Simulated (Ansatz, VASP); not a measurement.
**AlGaN2: VASP beside Ansatz**

```
CELL_PARAMETERS angstrom
3.04665 0.00000 0.00000
0.00000 3.04665 0.00000
0.00000 0.00000 4.49020
ATOMIC_POSITIONS crystal
Al 0.50000 0.50000 0.50000
Ga 0.00000 0.00000 0.00000
N 0.50000 0.00000 0.73826
N 0.00000 0.50000 0.26174
```

Change from the starting cell: strain -0.030 along x and y, +0.015 along z, atoms carried along.

Alike in both runs: task single point; functional r2SCAN; k mesh 8 × 8 × 6; occupations gaussian, width 0.05 eV; no spin polarisation.

```csv
,VASP,Ansatz
version,VASP 6.6.1,Ansatz 0.2.0
potentials or method,"VASP PAW PBE potentials, release 64 (Al, Ga_d, N), cutoff 520 eV","scalar-relativistic, plane waves, PAW"
valence electrons in the cell,26,26
```

|  | VASP | Ansatz | Ansatz less VASP |
| --- | --- | --- | --- |
| gap on the k mesh at the Fermi level (eV) | 3.64 | 3.63 | -0.008 |
| least direct gap on the mesh (eV) | 3.64 | 3.63 | -0.008 |
| pressure (GPa) | 10.2 | 9.7 | -0.48 |
| traceless stress, the component that is largest in VASP (GPa) | -4.65 | -4.66 | -0.008 |
| rms of the force components (eV/Å) | 0.033 | 0.073 | +0.0396 |

VASP's potentials were made for PBE, not for r2SCAN. Atom by atom the forces differ by 0.040 eV/Å (rms over components).
